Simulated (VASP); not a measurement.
A run of VASP 6.6.1:

INCAR

```
PREC = Accurate
ENCUT = 520
EDIFF = 1E-6
ISMEAR = -1
SIGMA = 0.05
LREAL = False
LASPH = True
NELM = 100
ALGO = Normal
ISIF = 2
LWAVE = False
LCHARG = False
GGA = RE
NBANDS = 13
```

The input KPOINTS:

```
Automatic mesh
0
Gamma
  9 9 9
```

POSCAR

```
Pb
1.0
    0.0000000000      2.4914113386      2.4914113386
    2.4914113386      0.0000000000      2.4914113386
    2.4914113386      2.4914113386      0.0000000000
Pb
1
Direct
    0.0000000000      0.0000000000      0.0000000000
```

Potentials or basis: VASP PAW PBE potentials, release 64 (Pb_d).

The run is started by

```console
$ cat potpaw_PBE.64/Pb_d/POTCAR > POTCAR
$ mpirun -np 1 vasp_std > vasp.out
```

Hardware: 1 thread of Intel(R) Xeon(R) Platinum 8375C CPU @ 2.90GHz (Ice Lake) (shared host).

Problem. How long does it take, and how much memory?

Solution. Wall time 8.6 s on 1 thread of Intel(R) Xeon(R) Platinum 8375C CPU @ 2.90GHz (Ice Lake), with other jobs on the host, peak memory 0.16 GiB. Counts: scf iterations 11, k points 35.
